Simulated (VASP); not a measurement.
# Al3Cu (P4/mmm) in VASP: a series of runs

Al3Cu is run at these levels: r2SCAN; tasks: single point, relaxation of cell and atoms.

Everything below comes from runs of VASP 6.6.1. Logs are shortened: lines on timing, memory, paths and dates and some standing lists are left out, and cuts for length are marked.

**1. The cell of the first run**

Symmetry: P4/mmm, No. 123, tetragonal system. The conventional cell has a = 2.784 Å, b = 2.784 Å, c = 7.500 Å, α = 90.00°, β = 90.00°, γ = 90.00°. Within 4.0 Å of Al (site symmetry 4/mmm) lie 16 Al at 2.78 to 3.94 Å and 2 Cu at 3.75 Å. Within 3.4 Å of Al (site symmetry 4mm) lie 4 Cu at 2.59 Å and 9 Al at 2.78 to 3.36 Å. Within 3.4 Å of Cu (site symmetry 4/mmm) lie 8 Al at 2.59 Å and 4 Cu at 2.78 Å.

**2. Single point, r2SCAN**

Input file POSCAR:

```
Al3Cu
1.0
    2.7838957935      0.0000000000      0.0000000000
    0.0000000000      2.7838957935      0.0000000000
    0.0000000000      0.0000000000      7.5004534504
Al Cu
3 1
Direct
    0.0000000000      0.0000000000      0.5000000000
    0.5000000000      0.5000000000      0.2240001586
    0.5000000000      0.5000000000      0.7759998414
    0.0000000000      0.0000000000      0.0000000000
```

Input file INCAR.step1:

```
PREC     = Accurate       # precision mode
ENCUT    = 520            # plane-wave cutoff, eV
ISMEAR   = 0              # smearing method
SIGMA    = 0.1            # smearing width, eV
LREAL    = F              # projectors in reciprocal space
LASPH    = T              # aspherical terms in the spheres
NELM     = 60             # most SCF steps
NBANDS   = 18             # bands
GGA      = PE             # functional
ALGO     = Normal         # electronic algorithm
EDIFF    = 1E-4           # SCF threshold, eV
LWAVE    = T              # write WAVECAR
LCHARG   = F              # write CHGCAR
```

Input file INCAR.step2:

```
PREC     = Accurate       # precision mode
ENCUT    = 520            # plane-wave cutoff, eV
EDIFF    = 1E-6           # SCF threshold, eV
ISMEAR   = 0              # smearing method
SIGMA    = 0.1            # smearing width, eV
LREAL    = F              # projectors in reciprocal space
LASPH    = T              # aspherical terms in the spheres
NELM     = 60             # most SCF steps
ALGO     = Normal         # electronic algorithm
ISIF     = 2              # what is computed and relaxed
LWAVE    = F              # write WAVECAR
LCHARG   = F              # write CHGCAR
METAGGA  = R2SCAN         # meta-GGA
LMIXTAU  = T            
NBANDS   = 18             # bands
ISTART   = 1
```

Input file KPOINTS:

```
Automatic mesh
0
Gamma
  6 6 2
```

Potentials or basis: VASP PAW PBE potentials, release 64 (Al, Cu).

Command:

```
> cat potpaw_PBE.64/Al/POTCAR potpaw_PBE.64/Cu/POTCAR > POTCAR
> cp INCAR.step1 INCAR
> mpirun -np 1 vasp_std > vasp.out
> cp INCAR.step2 INCAR
> mpirun -np 1 vasp_std > vasp.out
```

OUTCAR:

```text
PREC = Accurate
   ENCUT = 520
   EDIFF = 1E-6
   ISMEAR = 0
   LREAL = F
   LASPH = T
   NELM = 60
   ISIF = 2
   METAGGA = R2SCAN
   ISTART = 1

 ion  position               nearest neighbor table
   1  0.000  0.000  0.500-   2 2.86   3 2.86   2 2.86   3 2.86   2 2.86   3 2.86   2 2.86   3 2.86

   2  0.500  0.500  0.224-   4 2.59   4 2.59   4 2.59   4 2.59   1 2.86   1 2.86   1 2.86   1 2.86
                             3 3.36
   3  0.500  0.500  0.776-   4 2.59   4 2.59   4 2.59   4 2.59   1 2.86   1 2.86   1 2.86   1 2.86
                             2 3.36
   4  0.000  0.000  0.000-   2 2.59   3 2.59   2 2.59   3 2.59   2 2.59   3 2.59   2 2.59   3 2.59

  LATTYP: Found a simple tetragonal cell.
 ALAT       =     2.7838957935
 C/A-ratio  =     2.6942292409

  Lattice vectors:

 A1 = (   2.7838957935,   0.0000000000,   0.0000000000)
 A2 = (   0.0000000000,   2.7838957935,   0.0000000000)
 A3 = (   0.0000000000,   0.0000000000,   7.5004534504)

Analysis of symmetry for initial positions (statically):
=====================================================================
 Subroutine PRICEL returns:
 Original cell was already a primitive cell.

 Routine SETGRP: Setting up the symmetry group for a
 simple tetragonal supercell.

 Subroutine GETGRP returns: Found 16 space group operations
 (whereof 16 operations were pure point group operations)
 out of a pool of 16 trial point group operations.

The static configuration has the point symmetry D_4h.

Analysis of symmetry for dynamics (positions and initial velocities):
=====================================================================
 Subroutine PRICEL returns:
 Original cell was already a primitive cell.

 Routine SETGRP: Setting up the symmetry group for a
 simple tetragonal supercell.

 Subroutine GETGRP returns: Found 16 space group operations
 (whereof 16 operations were pure point group operations)
 out of a pool of 16 trial point group operations.

The dynamic configuration has the point symmetry D_4h.

 Subroutine INISYM returns: Found 16 space group operations
 (whereof 16 operations are pure point group operations),
 and found     1 'primitive' translations

----------------------------------------------------------------------------------------

                                     Primitive cell

  volume of cell :      58.1291

  direct lattice vectors                    reciprocal lattice vectors
     2.783895794  0.000000000  0.000000000     0.359208848  0.000000000  0.000000000
     0.000000000  2.783895794  0.000000000     0.000000000  0.359208848  0.000000000
     0.000000000  0.000000000  7.500453450     0.000000000  0.000000000  0.133325272

  length of vectors
     2.783895794  2.783895794  7.500453450     0.359208848  0.359208848  0.133325272

  position of ions in fractional coordinates (direct lattice)
     0.000000000  0.000000000  0.500000000
     0.500000000  0.500000000  0.224000159
     0.500000000  0.500000000  0.775999841
     0.000000000  0.000000000  0.000000000

  ion indices of the primitive-cell ions
   primitive index   ion index
                 1           1
                 2           2
                 3           3
                 4           4

----------------------------------------------------------------------------------------

 KPOINTS: Automatic mesh

Automatic generation of k-mesh.
 Grid dimensions read from file:
 generate k-points for:    6    6    2

 Generating k-lattice:

  Cartesian coordinates                     Fractional coordinates (reciprocal lattice)
     0.059868141  0.000000000  0.000000000     0.166666667  0.000000000  0.000000000
     0.000000000  0.059868141  0.000000000     0.000000000  0.166666667  0.000000000
     0.000000000  0.000000000  0.066662636     0.000000000  0.000000000  0.500000000

  Length of vectors
     0.059868141  0.059868141  0.066662636

  Shift w.r.t. Gamma in fractional coordinates (k-lattice)
     0.000000000  0.000000000  0.000000000

 Subroutine IBZKPT returns following result:
 ===========================================

 Found     20 irreducible k-points:

 Following reciprocal coordinates:
            Coordinates               Weight
  0.000000  0.000000  0.000000      1.000000
  0.166667  0.000000  0.000000      4.000000
  0.333333  0.000000  0.000000      4.000000
  0.500000  0.000000  0.000000      2.000000
  0.166667  0.166667  0.000000      4.000000
  0.333333  0.166667  0.000000      8.000000
[... 12 lines left out ...]
  0.500000  0.333333  0.500000      4.000000
  0.500000  0.500000  0.500000      1.000000
   k-points           NKPTS =     20   k-points in BZ     NKDIM =     20   number of bands    NBANDS=     18
   number of dos      NEDOS =    301   number of ions     NIONS =      4
   total plane-waves  NPLWV =  32256
   dimension x,y,z NGX =    24 NGY =   24 NGZ =   56
   dimension x,y,z NGXF=    48 NGYF=   48 NGZF=  112
   ions per type =               3   1
   NGX,Y,Z   is equivalent  to a cutoff of  14.33, 14.33, 12.41 a.u.
   NGXF,Y,Z  is equivalent  to a cutoff of  28.66, 28.66, 24.82 a.u.
 SYSTEM =  unknown system
   PREC   = accura    normal or accurate (medium, high low for compatibility)
   ISTART =      1    job   : 0-new  1-cont  2-samecut
   ICHARG =      0    charge: 1-file 2-atom 10-const
   ISPIN  =      1    spin polarized calculation?
   LNONCOLLINEAR =      F non collinear calculations
   LSORBIT =      F    spin-orbit coupling
   LASPH  =      T    aspherical Exc in radial PAW
   ENCUT  =  520.0 eV  38.22 Ry    6.18 a.u.   5.18  5.18 13.95*2*pi/ulx,y,z
   NELM   =     60;   NELMIN=  2; NELMDL=  0     # of ELM steps
   EDIFF  = 0.1E-05   stopping-criterion for ELM
   LREAL  =      F    real-space projection
   EDIFFG = 0.1E-04   stopping-criterion for IOM
   NSW    =      0    number of steps for IOM
   IBRION =     -1    ionic relax: 0-MD 1-quasi-New 2-CG
   NFREE  =      0    steps in history (QN), initial steepest desc. (CG)
   ISIF   =      2    stress and relaxation
   ISYM   =      2    0-nonsym 1-usesym 2-fastsym
   POTIM  = 0.5000    time-step for ionic-motion
   TEBEG  =    0.0;   TEEND  =   0.0 temperature during run
   PSTRESS=    0.0 pullay stress
   NELECT =      20.0000    total number of electrons
   NUPDOWN=      -1.0000    fix difference up-down
   EMIN   =  10.00;   EMAX   =-10.00  energy-range for DOS
   EFERMI =   0.00;   METHOD = LEGACY
   ISMEAR =     0;   SIGMA  =   0.10  broadening in eV -4-tet -1-fermi 0-gaus
   EFERMI_NEDOS =   21; number of points for ismear=-14 and -15
   IALGO  =     38    algorithm
   IMIX   =      4    mixing-type and parameters
     AMIX     =   0.40;   BMIX     =  1.00
     AMIX_MAG =   1.60;   BMIX_MAG =  1.00
  volume/ion in A,a.u.               =      14.53        98.07
  Fermi-wavevector in a.u.,A,eV,Ry     =   1.147150  2.167800 17.904640  1.315954
  Thomas-Fermi vector in A             =   2.283832
   LORBIT       =      0    0 simple, 1 ext, 2 COOP (PROOUT), +10 PAW based schemes
   METAGGA = R2SCAN    functional components
   LHFCALC =     F    Hartree Fock is set to
   AEXX    =    0.0000 exact exchange contribution
   IVDW    =     0    specifies the selected vdW correction
   LEPSILON=     F    determine dielectric tensor
   LRPA    =     F    only Hartree local field effects (RPA)
 non-spin polarized calculation
 Gauss-broadening in eV      SIGMA  =   0.10
  energy-cutoff  :      520.00
  volume of cell :       58.13
 maximum number of plane-waves:      1587
 NGX is ok and might be reduce to    24
   NGX = 11   NGY = 11   NGZ = 27

 number of electron      20.0000016 magnetization

 Free energy of the ion-electron system (eV)
  ---------------------------------------------------
  ext. energy  EPLUGINS =         0.00000000
  ---------------------------------------------------
  free energy    TOTEN  =       -31.48739922 eV

  energy without entropy =      -31.48309155  energy(sigma->0) =      -31.48524539

 E-fermi :   8.6502     XC(G=0): -11.7166

 val. band max:        8.3548300580   @ k =   0.5000   0.1667   0.5000
 cond. band min:       8.6606834728   @ k =   0.5000   0.5000   0.0000
 fundamental gap:      0.3058534148
 Fermi energy:         8.6502063626

 k-point     1 :       0.0000    0.0000    0.0000
  band No.  band energies     occupation
      1      -3.3902      2.00000
      2      -0.7837      2.00000
      3      -0.4304      2.00000
      4       3.8085      2.00000
      5       3.9062      2.00000
      6       4.7225      2.00000
[... 10 lines left out ...]
     17      18.2429      0.00000
     18      18.2429      0.00000

 k-point     2 :       0.1667    0.0000    0.0000
  band No.  band energies     occupation
      1      -2.8247      2.00000
      2      -0.2729      2.00000
      3       0.1335      2.00000
      4       3.8917      2.00000
      5       4.0429      2.00000
      6       4.4440      2.00000
[... 10 lines left out ...]
     17      18.8571      0.00000
     18      19.1127      0.00000

 k-point     3 :       0.3333    0.0000    0.0000
  band No.  band energies     occupation
      1      -1.1558      2.00000
      2       1.1736      2.00000
      3       1.7611      2.00000
      4       3.8725      2.00000
      5       4.0558      2.00000
      6       4.1947      2.00000
[... 10 lines left out ...]
     17      19.5326      0.00000
     18      19.9011      0.00000

 k-point     4 :       0.5000    0.0000    0.0000
  band No.  band energies     occupation
      1       1.3861      2.00000
      2       1.6029      2.00000
      3       2.6086      2.00000
      4       3.6880      2.00000
      5       3.8133      2.00000
      6       4.1670      2.00000
[... 10 lines left out ...]
     17      20.1543      0.00000
     18      21.3956      0.00000

 k-point     5 :       0.1667    0.1667    0.0000
  band No.  band energies     occupation
      1      -2.2636      2.00000
      2       0.2275      2.00000
      3       0.6876      2.00000
      4       4.0187      2.00000
      5       4.1464      2.00000
      6       4.4786      2.00000
[... 10 lines left out ...]
     17      20.4927      0.00000
     18      20.5045      0.00000

 k-point     6 :       0.3333    0.1667    0.0000
  band No.  band energies     occupation
      1      -0.6108      2.00000
      2       1.6189      2.00000
      3       2.2554      2.00000
      4       4.0134      2.00000
      5       4.1068      2.00000
      6       4.3138      2.00000
[... 223 lines left out ...]
 k-point    17 :       0.5000    0.1667    0.5000
  band No.  band energies     occupation
      1       2.2452      2.00000
      2       2.4836      2.00000
      3       2.6117      2.00000
      4       2.6419      2.00000
      5       3.9994      2.00000
      6       4.2583      2.00000
[... 10 lines left out ...]
     17      16.4664      0.00000
     18      18.3237      0.00000

 k-point    18 :       0.3333    0.3333    0.5000
  band No.  band energies     occupation
      1       1.4812      2.00000
      2       1.6342      2.00000
      3       3.7916      2.00000
      4       3.9234      2.00000
      5       3.9351      2.00000
      6       4.6828      2.00000
[... 10 lines left out ...]
     17      14.5409      0.00000
     18      15.5200      0.00000

 k-point    19 :       0.5000    0.3333    0.5000
  band No.  band energies     occupation
      1       2.8735      2.00000
      2       3.2040      2.00000
      3       3.5276      2.00000
      4       3.8362      2.00000
      5       4.7870      2.00000
      6       4.8914      2.00000
[... 10 lines left out ...]
     17      12.5128      0.00000
     18      16.4030      0.00000

 k-point    20 :       0.5000    0.5000    0.5000
  band No.  band energies     occupation
      1       2.9071      2.00000
      2       3.6141      2.00000
      3       3.6141      2.00000
      4       4.4608      2.00000
      5       5.4846      2.00000
      6       6.5391      2.00000
[... 10 lines left out ...]
     17      12.4882      0.00000
     18      13.5616      0.00000

------------------------ aborting loop because EDIFF is reached ----------------------------------------

  FORCE on cell =-STRESS in cart. coord.  units (eV):
  Direction    XX          YY          ZZ          XY          YZ          ZX
  --------------------------------------------------------------------------------------
  -------------------------------------------------------------------------------------
  Total       -0.0921552     -0.0921552     -0.0922506      0.0000000      0.0000000      0.0000000
  in kB       -2.5400187     -2.5400187     -2.5426483      0.0000000      0.0000000      0.0000000
  external PRESSURE =      -2.5408953 kB  Pullay stress =       0.0000000 kB

 VOLUME and BASIS-vectors are now :
 -----------------------------------------------------------------------------
  energy-cutoff  :      520.00
  volume of cell :       58.13
      direct lattice vectors                 reciprocal lattice vectors
     2.783895794  0.000000000  0.000000000     0.359208848  0.000000000  0.000000000
     0.000000000  2.783895794  0.000000000     0.000000000  0.359208848  0.000000000
     0.000000000  0.000000000  7.500453450     0.000000000  0.000000000  0.133325272

 POSITION                                       TOTAL-FORCE (eV/Angst)
 -----------------------------------------------------------------------------------
      0.00000      0.00000      3.75023         0.000000      0.000000      0.000000
      1.39195      1.39195      1.68010        -0.000000      0.000000      0.019017
      1.39195      1.39195      5.82035         0.000000     -0.000000     -0.019017
      0.00000      0.00000      0.00000         0.000000      0.000000      0.000000
 -----------------------------------------------------------------------------------
    total drift:                                0.000000      0.000000     -0.000000

  FREE ENERGIE OF THE ION-ELECTRON SYSTEM (eV)
  ---------------------------------------------------
  free  energy   TOTEN  =       -31.4873992215 eV

  energy  without entropy=      -31.4830915532  energy(sigma->0) =      -31.48524539
```

It took 36 s on 1 thread of Intel Xeon 6975P-C (Granite Rapids), shared host; peak memory 0.18 GiB.

What came out:

| Quantity | Value |
| --- | --- |
| Free energy | -31.4874 eV |
| Pressure | -0.3 GPa |
| Largest force | 0.019 eV/Å |
| Band gap on the k mesh | zero (bands 10 and 11 overlap by 6.64 eV) |

Forces in eV/Å, atoms in the order of the input:
```
Al   0.000  0.000  0.000
Al   0.000  0.000  0.019
Al   0.000  0.000 -0.019
Cu   0.000  0.000  0.000
```

Caveat: the k points lie up to 0.42 Å⁻¹ apart, too coarse for converged energies and pressures of a metal; the PAW data sets were made with another functional, which shifts forces and pressure a little.

**3. Relaxation of cell and atoms, r2SCAN**

This run uses another cell than the first one, of 14.50 Å³/atom.

Input file POSCAR:

```
Al3Cu
1.0
    2.7784054294      0.0000000000      0.0000000000
    0.0000000000      2.7784054294      0.0000000000
    0.0000000000      0.0000000000      7.5134034100
Al Cu
3 1
Direct
    0.0000000000      0.0000000000      0.5000000000
    0.5000000000      0.5000000000      0.2261155100
    0.5000000000      0.5000000000      0.7738844900
    0.0000000000      0.0000000000      0.0000000000
```

Input file INCAR.step1:

```
SYSTEM = Al3Cu
PREC = Accurate
ENCUT = 600
ISMEAR = 0
SIGMA = 0.1
LREAL = .FALSE.
LASPH = .TRUE.
NELM = 100
GGA = PE
ALGO = Normal
EDIFF = 1E-4
LWAVE = .TRUE.
LCHARG = .FALSE.
```

Input file INCAR.step2:

```
SYSTEM = Al3Cu
PREC = Accurate
ENCUT = 600
EDIFF = 1E-7
ISMEAR = 0
SIGMA = 0.1
LREAL = .FALSE.
LASPH = .TRUE.
NELM = 100
ALGO = Normal
ISIF = 3
LWAVE = .FALSE.
LCHARG = .FALSE.
METAGGA = R2SCAN
LMIXTAU = .TRUE.
IBRION = 2
NSW = 80
EDIFFG = -0.01
ISTART = 1
```

Input file KPOINTS:

```
Automatic mesh
0
G
  2 2 1
  0 0 0
```

Potentials or basis: VASP PAW PBE potentials, release 64 (Al, Cu).

Command:

```
> cat potpaw_PBE.64/Al/POTCAR potpaw_PBE.64/Cu/POTCAR > POTCAR
> cp INCAR.step1 INCAR
> mpirun -np 1 vasp_std > vasp.out
> cp INCAR.step2 INCAR
> mpirun -np 1 vasp_std > vasp.out
```

Run time: 2.4 min. Hardware: 1 thread of Intel Xeon 6975P-C (Granite Rapids), shared host; peak memory 0.19 GiB.

Results (log left out):

| Quantity | Value |
| --- | --- |
| Free energy | -32.8468 eV |
| Relaxed volume | 14.59 Å³/atom |
| Relaxed cell | a = 3.057 Å, b = 3.057 Å, c = 6.247 Å, α = 90.00°, β = 90.00°, γ = 90.00° |
| Space group after relaxing (to 0.1 Å) | P4/mmm (No. 123) |
| Pressure after relaxing | 0.0 GPa |
| Band gap on the k mesh | zero (bands 10 and 11 overlap by 5.16 eV) |

Forces in eV/Å, atoms in the order of the input:
```
Al   0.000  0.000  0.000
Al   0.000  0.000  0.002
Al   0.000  0.000 -0.002
Cu   0.000  0.000  0.000
```

Final structure:
```
CELL_PARAMETERS angstrom
3.05673 0.00000 0.00000
0.00000 3.05673 0.00000
0.00000 0.00000 6.24672
ATOMIC_POSITIONS crystal
Al 0.00000 0.00000 0.50000
Al 0.50000 0.50000 0.22306
Al 0.50000 0.50000 0.77694
Cu 0.00000 0.00000 0.00000
```

Levels at points of the mesh, in eV from the Fermi level:
```csv
k point,band 6,band 7,band 8,band 9,band 10,band 11,band 12,band 13
"(0.00, 0.00, 0.00)",-3.66,-3.66,-3.44,3.09,3.65,3.65,4.77,4.80
"(0.50, 0.00, 0.00)",-4.15,-3.88,-3.58,-3.20,-1.89,-1.51,6.95,7.31
"(0.50, 0.50, 0.00)",-4.02,-3.13,-1.86,-1.74,0.02,0.02,0.07,0.81
```

Caveat: the k points lie up to 1.03 Å⁻¹ apart in the final cell, too coarse for converged energies and pressures of a metal; a cell axis changed by over 15 % at a fixed basis, so the end point is rough; the PAW data sets were made with another functional, which shifts forces and pressure a little.

(Continued in part 2 of 2.)
